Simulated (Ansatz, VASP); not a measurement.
# In in VASP and in Ansatz

```
CELL_PARAMETERS angstrom
0.00000 3.18816 3.18816
3.18816 0.00000 3.18816
3.18816 3.18816 0.00000
ATOMIC_POSITIONS crystal
In 0.12500 0.12500 0.12500
In 0.87500 0.87500 0.87500
```

Alike in both runs: task single point; functional LDA; k mesh 10 × 10 × 10; occupations fermi-dirac, width 0.1 eV; no spin polarisation.

```csv
,VASP,Ansatz
version,VASP 6.6.1,Ansatz 0.2.0
potentials or method,"VASP PAW LDA potentials, release 64 (In_d), cutoff 520 eV","plane waves (420 eV) with PAW, scalar-relativistic"
valence electrons in the cell,26,26
```

```tsv
	VASP	Ansatz	Ansatz less VASP
pressure (GPa)	1.5	1.5	-0.04
```

Ansatz warns that its potentials were made for another functional, while VASP's fit it. LDA's correlation is that of Perdew and Zunger in VASP and of Perdew and Wang (1992) in Ansatz.
